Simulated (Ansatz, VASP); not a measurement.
# Si2IrPd2 in VASP and in Ansatz

The input INCAR:

```
SYSTEM = Si2IrPd2
  ALGO = Normal
  EDIFF = 1E-7
  EDIFFG = -0.04
  ENCUT = 500
  GGA = PE
  GGA_COMPAT = .False.
  IBRION = 2
  ISIF = 3
  ISMEAR = 0
  LASPH = .True.
  LCHARG = .False.
  LREAL = .False.
  LWAVE = .False.
  NELM = 120
  NELMIN = 4
  NSW = 90
  PREC = Accurate
  SIGMA = 0.1
```

File KPOINTS:

```
k-points
0
Gamma
  4 4 4
  0 0 0
```

POSCAR

```
Si2IrPd2
1.0
    4.4091612000      0.0000000000      0.0000000000
    0.0000000000      4.4091612000      0.0000000000
    0.0000000000      0.0000000000      4.6808535000
Si Pd Ir
2 2 1
Direct
    0.0000000000      0.5000000000      0.5000000000
    0.5000000000      0.0000000000      0.5000000000
    0.0000000000      0.0000000000      0.7458614200
    0.0000000000      0.0000000000      0.2541385800
    0.5000000000      0.5000000000      0.0000000000
```

Input for Ansatz:

```yaml
crystal:
  lattice:
    - [4.4091612, 0.0, 0.0]
    - [0.0, 4.4091612, 0.0]
    - [0.0, 0.0, 4.6808535]
  atoms:
    - { symbol: Si, position: [0.0, 0.5, 0.5] }
    - { symbol: Si, position: [0.5, 0.0, 0.5] }
    - { symbol: Pd, position: [0.0, 0.0, 0.74586142] }
    - { symbol: Pd, position: [0.0, 0.0, 0.25413858] }
    - { symbol: Ir, position: [0.5, 0.5, 0.0] }
basis:
  ecutwfc: 420
kpoints:
  mp_grid: { grid: [4, 4, 4] }
hamiltonian:
  xc: pbe
scf:
  occupations: { method: gaussian, width: 0.1 }
  lower_state_search: "off"
output:
  forces: true
  stress: true
  eigenvalues: true
relax:
  adjacent_minimum: "off"
  f_tol: 0.04
  max_steps: 70
  cell: { stress_tol: 0.4 }
```

Alike in both runs: task relaxation of cell and atoms; functional PBE; k mesh 4 × 4 × 4; occupations gaussian, width 0.1 eV; no spin polarisation.

```csv
,VASP,Ansatz
version,VASP 6.6.1,Ansatz 0.2.0
potentials or method,"VASP PAW PBE potentials, release 64 (Si, Pd, Ir), cutoff 500 eV","scalar-relativistic, plane waves, PAW"
valence electrons in the cell,37,61
```

```tsv
	VASP	Ansatz	Ansatz less VASP
gap on the k mesh at the Fermi level, each at its own relaxed structure (eV)	none	none	-
relaxed volume (Å³/atom)	15.47	15.44	-0.024
relaxed cell length with the largest relative difference (Å)	5.378	5.374	-0.0043
```

A gap of «none» marks a metal or a gap that the smearing closes. VASP's potentials hold 37 valence electrons a cell and Ansatz's 61, so a difference there can come from the potentials and not from the codes.

Spin-orbit coupling is off throughout. Noted on VASP's run: the volume moved by over 15 % at a fixed basis, so the end points are rough.
